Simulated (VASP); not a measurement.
Al2O3:

```xyz
5
Lattice="3.0175 0.0000 0.0000 -1.5087 2.6132 0.0000 0.0000 0.0000 7.5746" Properties=species:S:1:pos:R:3 pbc="T T T"
Al    0.0000    0.0000    5.4693
Al    0.0000    0.0000    2.1054
O     0.0000    0.0000    3.7873
O     1.5087    0.8711    6.0638
O     0.0000    1.7421    1.5108
```

* Program: VASP 6.6.1
* Task: relaxation of cell and atoms
* Functional: LDA
* Potentials or basis: VASP PAW LDA potentials, release 64 (Al, O)
* Cutoff: 600 eV
* k mesh: 10 × 10 × 4
* Occupations: fermi-dirac, width 0.05 eV
* Spin: no spin polarisation

At the start: pressure -7.8 GPa; volume 11.95 Å³/atom.

**Question.** How do energy, volume and symmetry change on relaxing?

**Answer.** Over 21 steps the energy falls by 15.6 meV/atom and the volume is 11.08 Å³/atom (-7.2 %); space group P-3m1 (No. 164, to 0.1 Å) before and after.

The path:
| step | energy change (eV) | largest force (eV/Å) | pressure (GPa) | volume (Å³) |
| --- | --- | --- | --- | --- |
| 1 | 0.0000 | 0.4309 | -7.81 | 59.73 |
| 2 | -0.0016 | 0.6554 | 8.80 | 54.83 |
| 3 | -0.0698 | 0.2537 | -0.15 | 57.19 |
| 4 | -0.0642 | 0.5742 | -0.15 | 56.93 |
| 5 | -0.0719 | 0.0946 | -0.17 | 57.10 |
| 6 | -0.0725 | 0.0537 | -0.05 | 57.00 |
| 7 | -0.0726 | 0.0411 | 0.04 | 56.93 |
| 8 | -0.0729 | 0.0365 | -0.09 | 56.91 |
| 9 | -0.0736 | 0.0219 | -0.50 | 56.87 |
| 10 | -0.0737 | 0.0825 | -1.30 | 56.77 |
| 11 | -0.0739 | 0.0550 | -0.96 | 56.81 |
| 12 | -0.0740 | 0.0549 | -0.95 | 56.80 |
| 13 | -0.0742 | 0.0547 | -0.93 | 56.76 |
| 14 | -0.0746 | 0.0543 | -0.88 | 56.69 |
| 15 | -0.0753 | 0.0543 | -0.81 | 56.53 |
| 16 | -0.0764 | 0.0721 | -0.65 | 56.22 |
| 17 | -0.0772 | 0.1459 | -0.27 | 55.61 |
| 18 | -0.0777 | 0.0134 | -0.09 | 55.34 |
| 19 | -0.0777 | 0.0101 | -0.12 | 55.38 |
| 20 | -0.0778 | 0.0084 | -0.07 | 55.39 |
| 21 | -0.0778 | 0.0069 | 0.06 | 55.41 |

Final structure:
```
Al O
1.0
     2.96469    0.00000    0.00000
    -1.48235    2.56750    0.00000
     0.00000    0.00000    7.27937
Al O
2 3
Cartesian
  0.0000 0.0000 5.3025
  0.0000 0.0000 1.9768
  0.0000 0.0000 3.6397
  1.4823 0.8558 5.8858
  0.0000 1.7117 1.3935
```
